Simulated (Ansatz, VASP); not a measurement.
**Two plane-wave programs on Cd2Te3**

```
Cd Te
1.0
     3.55178    2.05062    6.35766
    -3.55178    2.05062    6.35766
     0.00000   -4.10124    6.35766
Cd Te
4 6
Direct
  0.85472 0.85472 0.85472
  0.64528 0.64528 0.64528
  0.14528 0.14528 0.14528
  0.35472 0.35472 0.35472
  0.04914 0.75000 0.45086
  0.75000 0.45086 0.04914
  0.45086 0.04914 0.75000
  0.95086 0.25000 0.54914
  0.54914 0.95086 0.25000
  0.25000 0.54914 0.95086
```

Change from the starting cell: species swapped into the In2S3 type (R-3c, No. 167).

Alike in both runs: task relaxation of cell and atoms; functional PBE; k mesh 3 × 3 × 3; occupations gaussian, width 0.1 eV; no spin polarisation.

|  | VASP | Ansatz |
| --- | --- | --- |
| version | VASP 6.6.1 | Ansatz 0.2.0 |
| potentials or method | VASP PAW PBE potentials, release 64 (Cd, Te), cutoff 600 eV | scalar-relativistic, plane waves, PAW |
| valence electrons in the cell | 84 | 176 |

|  | VASP | Ansatz | Ansatz less VASP |
| --- | --- | --- | --- |
| gap on the k mesh at the Fermi level, each at its own relaxed structure (eV) | none | none | - |
| relaxed volume (Å³/atom) | 33.06 | 33.05 | -0.009 |
| relaxed length of the cell vector where the two differ most in proportion (Å) | 8.557 | 8.433 | -0.1239 |

A gap of «none» marks a metal or a gap that the smearing closes. VASP's potentials hold 84 valence electrons a cell and Ansatz's 176, so a difference there can come from the potentials and not from the codes.

Spin-orbit coupling is off throughout. Noted on VASP's run: the volume moved by over 15 % at a fixed basis, so the end points are rough.
